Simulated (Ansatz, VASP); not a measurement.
## Two plane-wave programs on Sc

File INCAR:

```
SYSTEM = Sc
PREC = Accurate ; ENCUT = 500
EDIFF = 1E-6 ; ISMEAR = 0
SIGMA = 0.05 ; LREAL = .FALSE.
LASPH = .TRUE. ; NELM = 120
ALGO = Normal ; ISIF = 2
LWAVE = .FALSE. ; LCHARG = .FALSE.
GGA = PE ; NBANDS = 18
GGA_COMPAT = .FALSE.
```

The input KPOINTS:

```
regular mesh
0
G
  8 8 5
  0 0 0
```

POSCAR

```
Sc
1.0
    3.2960001200      0.0000000000      0.0000000000
   -1.6480000600      2.8544198300      0.0000000000
    0.0000000000      0.0000000000      5.2750000000
Sc
2
Direct
    0.3333333300      0.6666666700      0.2500000000
    0.6666666700      0.3333333300      0.7500000000
```

Input for Ansatz:

```yaml
crystal:
  lattice:
    - [3.29600012, 0.0, 0.0]
    - [-1.64800006, 2.85441983, 0.0]
    - [0.0, 0.0, 5.275]
  atoms:
    - { symbol: Sc, position: [0.33333333, 0.66666667, 0.25] }
    - { symbol: Sc, position: [0.66666667, 0.33333333, 0.75] }
hamiltonian:
  xc: pbe
  pseudopotentials: { kind: paw }
basis:
  ecutwfc: 420
kpoints:
  mp_grid: { grid: [8, 8, 5] }
scf:
  occupations: { method: gaussian, width: 0.05 }
  lower_state_search: "off"
  algorithm: density_mixing
  max_iter: 100
  mixing: { algorithm: anderson, ndim: 1, beta: 0.7, preconditioner: kerker }
output:
  forces: true
  stress: true
```

Alike in both runs: task single point; functional PBE; k mesh 8 × 8 × 5; occupations gaussian, width 0.05 eV; no spin polarisation.

|  | VASP | Ansatz |
| --- | --- | --- |
| version | VASP 6.6.1 | Ansatz 0.2.0 |
| potentials or method | VASP PAW PBE potentials, release 64 (Sc_sv), cutoff 500 eV | PAW, plane waves, scalar-relativistic |
| valence electrons in the cell | 22 | 22 |

Ansatz gave:

```
pressure (GPa)                                                : -0.3
traceless stress, the component that is largest in VASP (GPa) : -1.04
```

Question: What did VASP give for the same quantities?

Answer: Pressure (GPa): -0.3; traceless stress, the component that is largest in VASP (GPa): -1.03.
